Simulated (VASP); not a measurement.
A run of VASP 6.6.1:

File INCAR:

```
SYSTEM = GaP
ALGO = Normal
EDIFF = 1E-6
ENCUT = 500
GGA_COMPAT = .FALSE.
ISIF = 2
ISMEAR = 0
LASPH = .TRUE.
LCHARG = .TRUE.
LELF = .TRUE.
LREAL = .FALSE.
LVHAR = .TRUE.
LWAVE = .FALSE.
NBANDS = 16
NELM = 120
PREC = Accurate
SIGMA = 0.1
```

Contents of KPOINTS:

```
k-points
0
G
  6 6 6
  0 0 0
```

The input POSCAR:

```
GaP
1.0
    0.0000000000      2.7200000000      2.7200000000
    2.7200000000      0.0000000000      2.7200000000
    2.7200000000      2.7200000000      0.0000000000
Ga P
1 1
Direct
    0.0000000000      0.0000000000      0.0000000000
    0.2500000000      0.2500000000      0.2500000000
```

Potentials or basis: VASP PAW LDA potentials, release 64 (Ga_d, P).

Launch:

```bash
$ cat potpaw_LDA.64/Ga_d/POTCAR potpaw_LDA.64/P/POTCAR > POTCAR
$ mpirun -np 1 vasp_std > vasp.out
```

Hardware: 1 thread of AMD EPYC 7R13 Processor (Zen 3), with other jobs on the host.

Q: Estimate the wall time of this run.

A: It took 14 s on 1 thread of AMD EPYC 7R13 Processor (Zen 3), on a shared host, peak memory 0.1 GiB. Counts: scf iterations 12, k points 16.
